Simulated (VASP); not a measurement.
# AlB2P3 (I-4m2) in VASP: notebook, part 2 of 2

VASP 6.6.1. Earlier steps stand in the parts before.

## (3) Single point, PBE

This run uses another cell than the first one, of 15.19 Å³/atom, 1.049 times its volume.

File INCAR:

```
  PREC = Accurate
  ENCUT = 520
  EDIFF = 1E-7
  ISMEAR = 0
  SIGMA = 0.1
  LREAL = F
  LASPH = T
  NELM = 60
  ALGO = Normal
  ISIF = 2
  LWAVE = F
  LCHARG = T
  GGA = PE
  LELF = T
  LVHAR = T
  NBANDS = 21
```

File KPOINTS:

```
regular mesh
0
Gamma
  8 8 8
```

File POSCAR:

```
AlB2P3
1.0
   -1.7513075000      1.7513075000      7.4301684400
    1.7513075000     -1.7513075000      7.4301684400
    1.7513075000      1.7513075000     -7.4301684400
Al B P
1 2 3
Direct
    0.0000000000      0.0000000000      0.0000000000
    0.6666666700      0.6666666700      0.0000000000
    0.3333333300      0.3333333300      0.0000000000
    0.4166666700      0.9166666700      0.5000000000
    0.0833333300      0.5833333300      0.5000000000
    0.7500000000      0.2500000000      0.5000000000
```

Potentials or basis: VASP PAW PBE potentials, release 64 (Al, B, P).

The run is started by

```bash
$ cat potpaw_PBE.64/Al/POTCAR potpaw_PBE.64/B/POTCAR potpaw_PBE.64/P/POTCAR > POTCAR
$ mpirun -np 1 vasp_std > vasp.out
```

OUTCAR:

```text
PREC = Accurate
   ENCUT = 520
   EDIFF = 1E-7
   ISMEAR = 0
   LREAL = F
   LASPH = T
   NELM = 60
   ISIF = 2
   GGA = PE

 ion  position               nearest neighbor table
   1  0.000  0.000  0.000-   5 2.14   4 2.14   5 2.14   4 2.14
   2  0.667  0.667  0.000-   6 2.14   6 2.14   5 2.14   5 2.14
   3  0.333  0.333  0.000-   6 2.14   6 2.14   4 2.14   4 2.14
   4  0.417  0.917  0.500-   1 2.14   1 2.14   3 2.14   3 2.14
   5  0.083  0.583  0.500-   1 2.14   1 2.14   2 2.14   2 2.14
   6  0.750  0.250  0.500-   3 2.14   2 2.14   3 2.14   2 2.14

  LATTYP: Found a body centered tetragonal cell.
 ALAT       =     3.5026150000
 C/A-ratio  =     4.2426406785

  Lattice vectors:

 A1 = (  -1.7513075000,   1.7513075000,   7.4301684400)
 A2 = (   1.7513075000,  -1.7513075000,   7.4301684400)
 A3 = (   1.7513075000,   1.7513075000,  -7.4301684400)

Analysis of symmetry for initial positions (statically):
=====================================================================
 Subroutine PRICEL returns:
 Original cell was already a primitive cell.

 Routine SETGRP: Setting up the symmetry group for a
 body centered tetragonal supercell.

 Subroutine GETGRP returns: Found  8 space group operations
 (whereof  8 operations were pure point group operations)
 out of a pool of 16 trial point group operations.

The static configuration has the point symmetry D_2d.

Analysis of symmetry for dynamics (positions and initial velocities):
=====================================================================
 Subroutine PRICEL returns:
 Original cell was already a primitive cell.

 Routine SETGRP: Setting up the symmetry group for a
 body centered tetragonal supercell.

 Subroutine GETGRP returns: Found  8 space group operations
 (whereof  8 operations were pure point group operations)
 out of a pool of 16 trial point group operations.

[... 129 lines left out ...]
  volume/ion in A,a.u.               =      15.19       102.52
  Fermi-wavevector in a.u.,A,eV,Ry     =   1.049262  1.982818 14.979354  1.100951
  Thomas-Fermi vector in A             =   2.184218
   LORBIT       =      0    0 simple, 1 ext, 2 COOP (PROOUT), +10 PAW based schemes
   GGA     = PE    functional components
   LHFCALC =     F    Hartree Fock is set to
   AEXX    =    0.0000 exact exchange contribution
   IVDW    =     0    specifies the selected vdW correction
   LEPSILON=     F    determine dielectric tensor
   LRPA    =     F    only Hartree local field effects (RPA)
 non-spin polarized calculation
 Gauss-broadening in eV      SIGMA  =   0.10
  energy-cutoff  :      520.00
  volume of cell :       91.16
 maximum number of plane-waves:      2527
 NGX is ok and might be reduce to    60
   NGX = 29   NGY = 29   NGZ = 29

 number of electron      24.0000000 magnetization

 Free energy of the ion-electron system (eV)
  ---------------------------------------------------
  ext. energy  EPLUGINS =         0.00000000
  ---------------------------------------------------
  free energy    TOTEN  =       -33.35412077 eV

  energy without entropy =      -33.35412077  energy(sigma->0) =      -33.35412077

 E-fermi :   6.2097     XC(G=0): -10.0077

 val. band max:        5.7550476825   @ k =   0.0000   0.0000   0.0000
 cond. band min:       7.0247114558   @ k =  -0.3750   0.3750   0.0000
 fundamental gap:      1.2696637733
 Fermi energy:         6.2097017935

 k-point     1 :       0.0000    0.0000    0.0000
  band No.  band energies     occupation
      1      -7.7423      2.00000
      2      -5.7561      2.00000
      3      -5.6226      2.00000
      4       0.3622      2.00000
      5       0.9185      2.00000
      6       2.9329      2.00000
[... 565 lines left out ...]
     20      12.5095      0.00000
     21      12.9438      0.00000

 [... further k-points ...]

------------------------ aborting loop because EDIFF is reached ----------------------------------------

  FORCE on cell =-STRESS in cart. coord.  units (eV):
  Direction    XX          YY          ZZ          XY          YZ          ZX
  --------------------------------------------------------------------------------------
  -------------------------------------------------------------------------------------
  Total        0.6859564      0.6859564      0.0267438      0.0000000     -0.0000000      0.0000000
  in kB       12.0565657     12.0565657      0.4700567      0.0000000     -0.0000000      0.0000000
  external PRESSURE =       8.1943960 kB  Pullay stress =       0.0000000 kB

 VOLUME and BASIS-vectors are now :
 -----------------------------------------------------------------------------
  energy-cutoff  :      520.00
  volume of cell :       91.16
      direct lattice vectors                 reciprocal lattice vectors
    -1.751307500  1.751307500  7.430168440     0.000000000  0.285500976  0.067293225
     1.751307500 -1.751307500  7.430168440     0.285500976  0.000000000  0.067293225
     1.751307500  1.751307500 -7.430168440     0.285500976  0.285500976  0.000000000

 POSITION                                       TOTAL-FORCE (eV/Angst)
 -----------------------------------------------------------------------------------
      0.00000      0.00000      0.00000         0.000000     -0.000000     -0.000000
      0.00000      0.00000      9.90689         0.000000     -0.000000      0.353011
      0.00000      0.00000      4.95345         0.000000     -0.000000     -0.353011
      1.75131      0.00000      6.19181        -0.000000      0.000000     -4.935312
      1.75131      0.00000      1.23836        -0.000000      0.000000      4.935312
      0.00000      1.75131      3.71508         0.000000     -0.000000     -0.000000
 -----------------------------------------------------------------------------------
    total drift:                               -0.000000      0.000000      0.000000

  FREE ENERGIE OF THE ION-ELECTRON SYSTEM (eV)
  ---------------------------------------------------
  free  energy   TOTEN  =       -33.3541207671 eV

  energy  without entropy=      -33.3541207671  energy(sigma->0) =      -33.35412077
```

OSZICAR:

```text
N       E                     dE             d eps       ncg     rms          rms(c)
DAV:   1     0.614745641358E+02    0.61475E+02   -0.98145E+03  2478   0.955E+02
DAV:   2    -0.296062073433E+02   -0.91081E+02   -0.87156E+02  3181   0.163E+02
DAV:   3    -0.341784866248E+02   -0.45723E+01   -0.45382E+01  3253   0.348E+01
DAV:   4    -0.342300538486E+02   -0.51567E-01   -0.51528E-01  3244   0.429E+00
DAV:   5    -0.342308828381E+02   -0.82899E-03   -0.82894E-03  3309   0.535E-01    0.908E+00
DAV:   6    -0.335273759512E+02    0.70351E+00   -0.67773E-01  3113   0.416E+00    0.551E+00
DAV:   7    -0.333539743860E+02    0.17340E+00   -0.74611E-01  3034   0.396E+00    0.151E+00
DAV:   8    -0.333526962767E+02    0.12781E-02   -0.49927E-02  3145   0.142E+00    0.915E-01
DAV:   9    -0.333536670828E+02   -0.97081E-03   -0.98383E-03  2956   0.481E-01    0.264E-01
DAV:  10    -0.333539385726E+02   -0.27149E-03   -0.41161E-04  3154   0.114E-01    0.915E-02
DAV:  11    -0.333541038273E+02   -0.16525E-03   -0.21328E-04  2934   0.804E-02    0.365E-02
DAV:  12    -0.333541164774E+02   -0.12650E-04   -0.16722E-05  3187   0.233E-02    0.146E-02
DAV:  13    -0.333541206690E+02   -0.41916E-05   -0.52297E-06  2971   0.126E-02    0.239E-03
DAV:  14    -0.333541207671E+02   -0.98072E-07   -0.64077E-07  3242   0.450E-03
   1 F= -.33354121E+02 E0= -.33354121E+02  d E =-.232254E-12
```

It took 2.8 min on 1 thread of Intel Xeon 6975P-C (Granite Rapids), shared host; peak memory 0.52 GiB.

Results:

- Free energy: -33.3541 eV
- Pressure: 0.8 GPa
- Largest force: 4.935 eV/Å
- Band gap on the k mesh: 1.27 eV, indirect (least direct gap 1.48 eV)

Forces on the atoms (eV/Å):
```
Al   0.000  0.000  0.000
B    0.000  0.000  0.353
B    0.000  0.000 -0.353
P    0.000  0.000 -4.935
P    0.000  0.000  4.935
P    0.000  0.000  0.000
```

Stress tensor (GPa, compression positive):
```
1.21 0.00 0.00
0.00 1.21 0.00
0.00 0.00 0.05
```

Caveat: forces of over 1 eV/Å act on the atoms, so gaps and moduli don't describe the material at rest. A k mesh can miss the band edges.
